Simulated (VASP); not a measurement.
SiGeTe2S2:

```
Si Ge Te S
1.0
     4.68806    0.00000    0.00000
     0.00000    4.68806    0.00000
     0.00000    0.00000    5.96138
Si Ge Te S
1 1 2 2
Direct
  0.00000 0.00000 0.00000
  0.00000 0.00000 0.50000
  0.50000 0.00000 0.00000
  0.00000 0.50000 0.00000
  0.50000 0.50000 0.72117
  0.50000 0.50000 0.27883
```

- Program: VASP 6.6.1
- Task: relaxation of cell and atoms
- Functional: PBE
- Potentials or basis: VASP PAW PBE potentials, release 64 (Si, Ge_d, Te, S)
- Cutoff: 600 eV
- k mesh: 4 × 4 × 4
- Occupations: gaussian, width 0.1 eV
- Spin: no spin polarisation

At the start: pressure 15.1 GPa; volume 21.84 Å³/atom.

Where does the relaxation end?

Over 12 steps the energy falls by 652.9 meV/atom and the volume is 25.95 Å³/atom (+18.8 %); space group P4/mmm (No. 123, to 0.05 Å).

Step by step:
| step | energy change (eV) | largest force (eV/Å) | pressure (GPa) | volume (Å³) |
| --- | --- | --- | --- | --- |
| 1 | 0.0000 | 1.1754 | 15.10 | 131.02 |
| 2 | -2.0192 | 1.3305 | -4.22 | 173.03 |
| 3 | -2.0403 | 1.2067 | -3.02 | 167.28 |
| 4 | -2.9271 | 1.9192 | -2.42 | 161.26 |
| 5 | -3.4484 | 5.9254 | 5.66 | 148.64 |
| 6 | -3.5265 | 1.7854 | -1.40 | 156.84 |
| 7 | -3.8652 | 0.1435 | 0.79 | 152.86 |
| 8 | -3.8697 | 0.7380 | 1.34 | 152.19 |
| 9 | -3.9039 | 0.5818 | 0.36 | 156.02 |
| 10 | -3.9088 | 0.6281 | 0.57 | 155.02 |
| 11 | -3.8646 | 1.3042 | -1.28 | 157.57 |
| 12 | -3.9173 | 0.0161 | -0.03 | 155.71 |

Final structure:
```
Si Ge Te S
1.0
     5.59929    0.00000    0.00000
     0.00000    5.59929    0.00000
     0.00000    0.00000    4.96645
Si Ge Te S
1 1 2 2
Direct
  0.00000 0.00000 0.00000
  0.00000 0.00000 0.50000
  0.50000 0.00000 0.00000
  0.00000 0.50000 0.00000
  0.50000 0.50000 0.69343
  0.50000 0.50000 0.30657
```

Caveat: the volume moved by over 15 % at a fixed basis, so the end points are rough.
